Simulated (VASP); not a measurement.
# MgS (Niningerite) (Fm-3m) in VASP: settings compared

Aim: see how the results for MgS (Niningerite) move with the level of theory and the settings. Levels: PBEsol, LDA. Tasks: single point.

Program: VASP 6.6.1. These are calculated values, not measurements. Logs are shortened: lines on timing, memory, paths and dates and some standing lists are left out, and cuts for length are marked.

**1. The cell of the first run**

Symmetry: Fm-3m, No. 225, cubic system. Conventional cell: a = 5.203 Å, b = 5.203 Å, c = 5.203 Å, α = 90.00°, β = 90.00°, γ = 90.00°. Mg (site symmetry m-3m) has 6 S at 2.60 Å within 3.4 Å. Within 3.4 Å of S (site symmetry m-3m) lie 6 Mg at 2.60 Å.

**2. Single point, PBEsol**

INCAR reads:

```
PREC = Accurate
ENCUT = 600
EDIFF = 1E-6
ISMEAR = 0
SIGMA = 0.01
LREAL = F
LASPH = T
NELM = 120
ALGO = Normal
ISIF = 2
LWAVE = F
LCHARG = F
GGA = PS
NBANDS = 11
GGA_COMPAT = F
```

KPOINTS reads:

```
regular mesh
0
Gamma
  5 5 5
```

POSCAR reads:

```
MgS
1.0
    0.0000000000      2.6015177399      2.6015177399
    2.6015177399      0.0000000000      2.6015177399
    2.6015177399      2.6015177399      0.0000000000
Mg S
1 1
Direct
    0.0000000000      0.0000000000      0.0000000000
    0.5000000000      0.5000000000      0.5000000000
```

Potentials or basis: VASP PAW PBE potentials, release 64 (Mg, S).

Started as:

```console
> cat potpaw_PBE.64/Mg/POTCAR potpaw_PBE.64/S/POTCAR > POTCAR
> mpirun -np 1 vasp_std > vasp.out
```

OUTCAR:

```text
PREC = Accurate
   ENCUT = 600
   EDIFF = 1E-6
   ISMEAR = 0
   LREAL = F
   LASPH = T
   NELM = 120
   ISIF = 2
   GGA = PS

 ion  position               nearest neighbor table
   1  0.000  0.000  0.000-   2 2.60   2 2.60   2 2.60   2 2.60   2 2.60   2 2.60
   2  0.500  0.500  0.500-   1 2.60   1 2.60   1 2.60   1 2.60   1 2.60   1 2.60

  LATTYP: Found a face centered cubic cell.
 ALAT       =     5.2030354798

  Lattice vectors:

 A1 = (   0.0000000000,   2.6015177399,   2.6015177399)
 A2 = (   2.6015177399,   0.0000000000,   2.6015177399)
 A3 = (   2.6015177399,   2.6015177399,   0.0000000000)

Analysis of symmetry for initial positions (statically):
=====================================================================
 Subroutine PRICEL returns:
 Original cell was already a primitive cell.

 Routine SETGRP: Setting up the symmetry group for a
 face centered cubic supercell.

 Subroutine GETGRP returns: Found 48 space group operations
 (whereof 48 operations were pure point group operations)
 out of a pool of 48 trial point group operations.

The static configuration has the point symmetry O_h .

Analysis of symmetry for dynamics (positions and initial velocities):
=====================================================================
 Subroutine PRICEL returns:
 Original cell was already a primitive cell.

 Routine SETGRP: Setting up the symmetry group for a
 face centered cubic supercell.

 Subroutine GETGRP returns: Found 48 space group operations
 (whereof 48 operations were pure point group operations)
 out of a pool of 48 trial point group operations.

The dynamic configuration has the point symmetry O_h .

 Subroutine INISYM returns: Found 48 space group operations
 (whereof 48 operations are pure point group operations),
 and found     1 'primitive' translations

----------------------------------------------------------------------------------------

                                     Primitive cell

  volume of cell :      35.2136

  direct lattice vectors                    reciprocal lattice vectors
     0.000000000  2.601517740  2.601517740    -0.192195499  0.192195499  0.192195499
     2.601517740  0.000000000  2.601517740     0.192195499 -0.192195499  0.192195499
     2.601517740  2.601517740  0.000000000     0.192195499  0.192195499 -0.192195499

  length of vectors
     3.679101671  3.679101671  3.679101671     0.332892369  0.332892369  0.332892369

  position of ions in fractional coordinates (direct lattice)
     0.000000000  0.000000000  0.000000000
     0.500000000  0.500000000  0.500000000

  ion indices of the primitive-cell ions
   primitive index   ion index
                 1           1
                 2           2

----------------------------------------------------------------------------------------

 KPOINTS: regular mesh

Automatic generation of k-mesh.
 Grid dimensions read from file:
 generate k-points for:    5    5    5

 Generating k-lattice:

  Cartesian coordinates                     Fractional coordinates (reciprocal lattice)
    -0.038439100  0.038439100  0.038439100     0.200000000  0.000000000  0.000000000
     0.038439100 -0.038439100  0.038439100     0.000000000  0.200000000  0.000000000
     0.038439100  0.038439100 -0.038439100     0.000000000  0.000000000  0.200000000

  Length of vectors
     0.066578474  0.066578474  0.066578474

  Shift w.r.t. Gamma in fractional coordinates (k-lattice)
     0.000000000  0.000000000  0.000000000

 Subroutine IBZKPT returns following result:
 ===========================================

 Found     10 irreducible k-points:

 Following reciprocal coordinates:
            Coordinates               Weight
  0.000000  0.000000  0.000000      1.000000
  0.200000  0.000000  0.000000      8.000000
  0.400000  0.000000  0.000000      8.000000
  0.200000  0.200000  0.000000      6.000000
  0.400000  0.200000  0.000000     24.000000
 -0.400000  0.200000  0.000000     24.000000
 -0.200000  0.200000  0.000000     12.000000
  0.400000  0.400000  0.000000      6.000000
 -0.400000  0.400000  0.000000     12.000000
 -0.400000  0.400000  0.200000     24.000000
   k-points           NKPTS =     10   k-points in BZ     NKDIM =     10   number of bands    NBANDS=     11
   number of dos      NEDOS =    301   number of ions     NIONS =      2
   total plane-waves  NPLWV =  27000
   dimension x,y,z NGX =    30 NGY =   30 NGZ =   30
   dimension x,y,z NGXF=    60 NGYF=   60 NGZF=   60
   ions per type =               1   1
   NGX,Y,Z   is equivalent  to a cutoff of  13.56, 13.56, 13.56 a.u.
   NGXF,Y,Z  is equivalent  to a cutoff of  27.11, 27.11, 27.11 a.u.
 SYSTEM =  unknown system
   PREC   = accura    normal or accurate (medium, high low for compatibility)
   ISTART =      0    job   : 0-new  1-cont  2-samecut
   ICHARG =      2    charge: 1-file 2-atom 10-const
   ISPIN  =      1    spin polarized calculation?
   LNONCOLLINEAR =      F non collinear calculations
   LSORBIT =      F    spin-orbit coupling
   LASPH  =      T    aspherical Exc in radial PAW
   ENCUT  =  600.0 eV  44.10 Ry    6.64 a.u.   7.35  7.35  7.35*2*pi/ulx,y,z
   NELM   =    120;   NELMIN=  2; NELMDL= -5     # of ELM steps
   EDIFF  = 0.1E-05   stopping-criterion for ELM
   LREAL  =      F    real-space projection
   EDIFFG = 0.1E-04   stopping-criterion for IOM
   NSW    =      0    number of steps for IOM
   IBRION =     -1    ionic relax: 0-MD 1-quasi-New 2-CG
   NFREE  =      0    steps in history (QN), initial steepest desc. (CG)
   ISIF   =      2    stress and relaxation
   ISYM   =      2    0-nonsym 1-usesym 2-fastsym
   POTIM  = 0.5000    time-step for ionic-motion
   TEBEG  =    0.0;   TEEND  =   0.0 temperature during run
   PSTRESS=    0.0 pullay stress
   NELECT =       8.0000    total number of electrons
   NUPDOWN=      -1.0000    fix difference up-down
   EMIN   =  10.00;   EMAX   =-10.00  energy-range for DOS
   EFERMI =   0.00;   METHOD = LEGACY
   ISMEAR =     0;   SIGMA  =   0.01  broadening in eV -4-tet -1-fermi 0-gaus
   EFERMI_NEDOS =   21; number of points for ismear=-14 and -15
   IALGO  =     38    algorithm
   IMIX   =      4    mixing-type and parameters
     AMIX     =   0.40;   BMIX     =  1.00
     AMIX_MAG =   1.60;   BMIX_MAG =  1.00
  volume/ion in A,a.u.               =      17.61       118.82
  Fermi-wavevector in a.u.,A,eV,Ry     =   0.998929  1.887702 13.576703  0.997860
  Thomas-Fermi vector in A             =   2.131185
   LORBIT       =      0    0 simple, 1 ext, 2 COOP (PROOUT), +10 PAW based schemes
   GGA     = PS    functional components
   LHFCALC =     F    Hartree Fock is set to
   AEXX    =    0.0000 exact exchange contribution
   IVDW    =     0    specifies the selected vdW correction
   LEPSILON=     F    determine dielectric tensor
   LRPA    =     F    only Hartree local field effects (RPA)
 non-spin polarized calculation
 Gauss-broadening in eV      SIGMA  =   0.01
  energy-cutoff  :      600.00
  volume of cell :       35.21
 maximum number of plane-waves:      1211
 NGX is ok and might be reduce to    30
   NGX = 15   NGY = 15   NGZ = 15

 number of electron       7.9999999 magnetization

 Free energy of the ion-electron system (eV)
  ---------------------------------------------------
  ext. energy  EPLUGINS =         0.00000000
  ---------------------------------------------------
  free energy    TOTEN  =        -9.06181057 eV

  energy without entropy =       -9.06181057  energy(sigma->0) =       -9.06181057

 E-fermi :   3.7521     XC(G=0):  -9.8351

 val. band max:        3.6854486721   @ k =   0.0000   0.0000   0.0000
 cond. band min:       6.7967064370   @ k =   0.4000   0.4000   0.0000
 fundamental gap:      3.1112577650
 Fermi energy:         3.7520943216

 k-point     1 :       0.0000    0.0000    0.0000
  band No.  band energies     occupation
      1      -8.9991      2.00000
      2       3.6854      2.00000
      3       3.6854      2.00000
      4       3.6854      2.00000
      5       7.2756      0.00000
      6      11.5329      0.00000
      7      11.5329      0.00000
      8      11.5329      0.00000
      9      13.9910      0.00000
     10      13.9910      0.00000
     11      15.9752      0.00000

 k-point     2 :       0.2000    0.0000    0.0000
  band No.  band energies     occupation
      1      -8.6218      2.00000
      2       1.5420      2.00000
      3       3.4521      2.00000
      4       3.4521      2.00000
      5       8.5012      0.00000
      6      11.4019      0.00000
      7      11.6984      0.00000
      8      11.6984      0.00000
      9      13.4078      0.00000
     10      13.4078      0.00000
     11      15.7605      0.00000

 k-point     3 :       0.4000    0.0000    0.0000
  band No.  band energies     occupation
      1      -7.8400      2.00000
      2      -0.8311      2.00000
      3       3.1343      2.00000
      4       3.1343      2.00000
      5       8.1737      0.00000
      6      10.6638      0.00000
      7      10.6638      0.00000
      8      13.5662      0.00000
      9      15.2002      0.00000
     10      16.3406      0.00000
     11      16.3406      0.00000
[... 71 lines left out ...]
 k-point     9 :      -0.4000    0.4000    0.0000
  band No.  band energies     occupation
      1      -7.2803      2.00000
      2      -0.2549      2.00000
      3       0.8092      2.00000
      4       2.1875      2.00000
      5       7.2191      0.00000
      6       9.5398      0.00000
      7      13.8895      0.00000
      8      14.1799      0.00000
      9      15.7916      0.00000
     10      17.8210      0.00000
     11      20.2528      0.00000

 k-point    10 :      -0.4000    0.4000    0.2000
  band No.  band energies     occupation
      1      -7.3798      2.00000
      2      -0.1056      2.00000
      3       0.9320      2.00000
      4       1.8833      2.00000
      5       8.7719      0.00000
      6      10.5700      0.00000
      7      11.0844      0.00000
      8      13.4582      0.00000
      9      16.4008      0.00000
     10      17.2533      0.00000
     11      20.0528      0.00000

------------------------ aborting loop because EDIFF is reached ----------------------------------------

  FORCE on cell =-STRESS in cart. coord.  units (eV):
  Direction    XX          YY          ZZ          XY          YZ          ZX
  --------------------------------------------------------------------------------------
  -------------------------------------------------------------------------------------
  Total       -0.2218539     -0.2218539     -0.2218539      0.0000000      0.0000000      0.0000000
  in kB      -10.0940934    -10.0940934    -10.0940934      0.0000000      0.0000000      0.0000000
  external PRESSURE =     -10.0940934 kB  Pullay stress =       0.0000000 kB

 VOLUME and BASIS-vectors are now :
 -----------------------------------------------------------------------------
  energy-cutoff  :      600.00
  volume of cell :       35.21
      direct lattice vectors                 reciprocal lattice vectors
     0.000000000  2.601517740  2.601517740    -0.192195499  0.192195499  0.192195499
     2.601517740  0.000000000  2.601517740     0.192195499 -0.192195499  0.192195499
     2.601517740  2.601517740  0.000000000     0.192195499  0.192195499 -0.192195499

 POSITION                                       TOTAL-FORCE (eV/Angst)
 -----------------------------------------------------------------------------------
      0.00000      0.00000      0.00000        -0.000000      0.000000      0.000000
      2.60152      2.60152      2.60152         0.000000     -0.000000     -0.000000
 -----------------------------------------------------------------------------------
    total drift:                               -0.000000     -0.000000      0.000000

  FREE ENERGIE OF THE ION-ELECTRON SYSTEM (eV)
  ---------------------------------------------------
  free  energy   TOTEN  =        -9.0618105712 eV

  energy  without entropy=       -9.0618105712  energy(sigma->0) =       -9.06181057
```

Wall time 5.4 s (1 thread of AMD EPYC 7R13 (Zen 3), shared host); peak memory 0.13 GiB.

What came out:

```yaml
Free_energy: -9.0618 eV
Pressure: -1.0 GPa
Band_gap_on_the_k_mesh: 3.11 eV, indirect (least direct gap 3.59 eV)
```

Levels at points of the mesh, in eV from the valence-band top:
```tsv
k point	band 2	band 3	band 4	band 5	band 6	band 7
(0.00, 0.00, 0.00)	0.00	0.00	0.00	3.59	7.85	7.85
```

Caveat: the PAW data sets were made with another functional, which shifts forces and pressure a little.

**3. Single point, LDA**

INCAR reads:

```
SYSTEM = MgS
PREC = Accurate
ENCUT = 600
EDIFF = 1E-6
ISMEAR = 0
SIGMA = 0.01
LREAL = .False.
LASPH = .True.
NELM = 120
ALGO = Normal
ISIF = 2
LWAVE = .False.
LCHARG = .False.
NBANDS = 11
GGA_COMPAT = .False.
```

KPOINTS reads:

```
Automatic mesh
0
Gamma
  6 6 6
  0 0 0
```

POSCAR is that of step 2.

Potentials or basis: VASP PAW LDA potentials, release 64 (Mg, S).

Started as:

```console
> cat potpaw_LDA.64/Mg/POTCAR potpaw_LDA.64/S/POTCAR > POTCAR
> mpirun -np 1 vasp_std > vasp.out
```

OUTCAR:

```text
SYSTEM = MgS
   PREC = Accurate
   ENCUT = 600
   EDIFF = 1E-6
   ISMEAR = 0
   LREAL = .False.
   LASPH = .True.
   NELM = 120
   ISIF = 2

 ion  position               nearest neighbor table
   1  0.000  0.000  0.000-   2 2.60   2 2.60   2 2.60   2 2.60   2 2.60   2 2.60
   2  0.500  0.500  0.500-   1 2.60   1 2.60   1 2.60   1 2.60   1 2.60   1 2.60

  LATTYP: Found a face centered cubic cell.
 ALAT       =     5.2030354798

  Lattice vectors:

 A1 = (   0.0000000000,   2.6015177399,   2.6015177399)
 A2 = (   2.6015177399,   0.0000000000,   2.6015177399)
 A3 = (   2.6015177399,   2.6015177399,   0.0000000000)

[... 398 lines left out ...]

  FORCE on cell =-STRESS in cart. coord.  units (eV):
  Direction    XX          YY          ZZ          XY          YZ          ZX
  --------------------------------------------------------------------------------------
  -------------------------------------------------------------------------------------
  Total       -0.8330869     -0.8330869     -0.8330869     -0.0000000     -0.0000000      0.0000000
  in kB      -37.9044775    -37.9044775    -37.9044775     -0.0000000     -0.0000000      0.0000000
  external PRESSURE =     -37.9044775 kB  Pullay stress =       0.0000000 kB

 VOLUME and BASIS-vectors are now :
 -----------------------------------------------------------------------------
  energy-cutoff  :      600.00
  volume of cell :       35.21
      direct lattice vectors                 reciprocal lattice vectors
     0.000000000  2.601517740  2.601517740    -0.192195499  0.192195499  0.192195499
     2.601517740  0.000000000  2.601517740     0.192195499 -0.192195499  0.192195499
     2.601517740  2.601517740  0.000000000     0.192195499  0.192195499 -0.192195499

 POSITION                                       TOTAL-FORCE (eV/Angst)
 -----------------------------------------------------------------------------------
      0.00000      0.00000      0.00000         0.000000     -0.000000     -0.000000
      2.60152      2.60152      2.60152        -0.000000      0.000000      0.000000
 -----------------------------------------------------------------------------------
    total drift:                               -0.000000     -0.000000      0.000000

  FREE ENERGIE OF THE ION-ELECTRON SYSTEM (eV)
  ---------------------------------------------------
  free  energy   TOTEN  =        -9.5687424822 eV

  energy  without entropy=       -9.5687424822  energy(sigma->0) =       -9.56874248
```

OSZICAR:

```text
N       E                     dE             d eps       ncg     rms          rms(c)
DAV:   1     0.235156014180E+02    0.23516E+02   -0.37989E+03   360   0.668E+02
DAV:   2    -0.829906096309E+01   -0.31815E+02   -0.29049E+02   421   0.102E+02
DAV:   3    -0.999696789907E+01   -0.16979E+01   -0.16950E+01   437   0.248E+01
DAV:   4    -0.100076868160E+02   -0.10719E-01   -0.10718E-01   438   0.231E+00
DAV:   5    -0.100077512074E+02   -0.64391E-04   -0.64391E-04   433   0.180E-01    0.440E+00
DAV:   6    -0.962342184903E+01    0.38433E+00   -0.84175E-01   394   0.353E+00    0.338E+00
DAV:   7    -0.957435075083E+01    0.49071E-01   -0.18890E-01   403   0.179E+00    0.212E+00
DAV:   8    -0.956913524862E+01    0.52155E-02   -0.12336E-02   397   0.616E-01    0.853E-01
DAV:   9    -0.956877454712E+01    0.36070E-03   -0.66453E-04   400   0.133E-01    0.375E-01
DAV:  10    -0.956874998722E+01    0.24560E-04   -0.56566E-05   422   0.366E-02    0.157E-01
DAV:  11    -0.956874243010E+01    0.75571E-05   -0.36595E-05   397   0.259E-02    0.182E-02
DAV:  12    -0.956874248224E+01   -0.52146E-07   -0.38658E-07   230   0.438E-03
   1 F= -.95687425E+01 E0= -.95687425E+01  d E =-.520860E-48
```

Wall time 6.6 s (1 thread of AMD EPYC 7R13 (Zen 3), shared host); peak memory 0.12 GiB.

What came out:

```yaml
Free_energy: -9.5687 eV
Pressure: -3.8 GPa
Band_gap_on_the_k_mesh: 2.56 eV, indirect (least direct gap 3.49 eV)
```

A k mesh can miss the band edges. Expect the measured gap to be larger: semilocal functionals such as LDA lack the derivative discontinuity.

[end of part 1 of 2]
